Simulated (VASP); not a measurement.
A run of VASP 6.6.1 is set up as follows.

INCAR

```
SYSTEM = BN
ALGO     = Normal         ! electronic algorithm
EDIFF    = 1E-6           ! SCF threshold, eV
ENCUT    = 520            ! plane-wave cutoff, eV
ISIF     = 2              ! what is computed and relaxed
ISMEAR   = -1             ! smearing method
LASPH    = .TRUE.         ! aspherical terms in the spheres
LCHARG   = .FALSE.        ! write CHGCAR
LREAL    = .FALSE.        ! projectors in reciprocal space
LWAVE    = .FALSE.        ! write WAVECAR
NBANDS   = 11             ! bands
NELM     = 80             ! most SCF steps
PREC     = Accurate       ! precision mode
SIGMA    = 0.02           ! smearing width, eV
```

The input KPOINTS:

```
k-points
0
G
  11 11 11
  0 0 0
```

Contents of POSCAR:

```
BN
1.0
    0.0000000000      1.8429501765      1.8429501765
    1.8429501765      0.0000000000      1.8429501765
    1.8429501765      1.8429501765      0.0000000000
B N
1 1
Direct
    0.0000000000      0.0000000000      0.0000000000
    0.7500000000      0.7500000000      0.7500000000
```

Potentials or basis: VASP PAW LDA potentials, release 64 (B, N).

The run is started by

```bash
$ cat potpaw_LDA.64/B/POTCAR potpaw_LDA.64/N/POTCAR > POTCAR
$ mpirun -np 1 vasp_std > vasp.out
```

What does it give for the band gap on the k mesh?

4.37 eV, indirect (least direct gap 8.41 eV).

What does it give for the pressure?

-29.2 GPa.

 A k mesh can miss the band edges.
